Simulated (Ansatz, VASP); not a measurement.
**One calculation of BP, two programs**

```
B P
1.0
     3.21566    0.00000    0.00000
    -1.60783    2.78484    0.00000
     0.00000    0.00000    9.17582
B P
2 2
Direct
  0.33333 0.66667 0.25000
  0.66667 0.33333 0.75000
  0.33333 0.66667 0.75000
  0.66667 0.33333 0.25000
```

Change from the starting cell: species swapped into the BN type (P6_3/mmc, No. 194).

Alike in both runs: task relaxation of cell and atoms; functional PBE; k mesh 12 × 12 × 4; occupations gaussian, width 0.02 eV; no spin polarisation.

```csv
,VASP,Ansatz
version,VASP 6.6.1,Ansatz 0.2.0
potentials or method,"VASP PAW PBE potentials, release 64 (B, P), cutoff 600 eV","scalar-relativistic, plane waves, PAW"
valence electrons in the cell,16,16
```

Ansatz gave:

- gap on the k mesh at the Fermi level, each at its own relaxed structure (eV): 0.89
- relaxed volume (Å³/atom): 22.03
- relaxed cell length with the largest relative difference (Å): 9.850

What did VASP give for the same quantities?

gap on the k mesh at the Fermi level, each at its own relaxed structure (eV): 0.90; relaxed volume (Å³/atom): 21.81; relaxed cell length with the largest relative difference (Å): 9.764.
